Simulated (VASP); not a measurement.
A run of VASP 6.6.1 is set up as follows.

The input INCAR:

```
SYSTEM = AgCl
ALGO = Normal ; EDIFF = 1E-7
ENCUT = 520 ; GGA = PE
ISIF = 2 ; ISMEAR = 0
LASPH = .True. ; LCHARG = .False.
LREAL = .False. ; LWAVE = .False.
NBANDS = 16 ; NELM = 100
PREC = Accurate ; SIGMA = 0.05
```

File KPOINTS:

```
k-points
0
Gamma
  8 8 8
  0 0 0
```

POSCAR

```
AgCl
1.0
    0.0000000000      2.9950020000      2.8840760000
    2.9950020000      0.0000000000      2.8840760000
    2.9950020000      2.9950020000      0.0000000000
Ag Cl
1 1
Direct
    0.5000000000      0.5000000000      0.5000000000
    0.0000000000      0.0000000000      0.0000000000
```

Potentials or basis: VASP PAW PBE potentials, release 64 (Ag, Cl).

Run with:

```sh
$ cat potpaw_PBE.64/Ag/POTCAR potpaw_PBE.64/Cl/POTCAR > POTCAR
$ mpirun -np 1 vasp_std > vasp.out
```

**Question.** Predict the pressure.

**Answer.** -4.4 GPa.

**Question.** Estimate the band gap on the k mesh.

**Answer.** 0.94 eV (least direct gap 2.57 eV).

Stress tensor (GPa, compression positive):
```
-4.22  0.00  0.00
 0.00 -4.22  0.00
 0.00  0.00 -4.73
```

Caveat: the cell differs from its parent crystal (strain +0.080 along x and y, +0.040 along z); the cell stands under tension. A k mesh can miss the band edges.
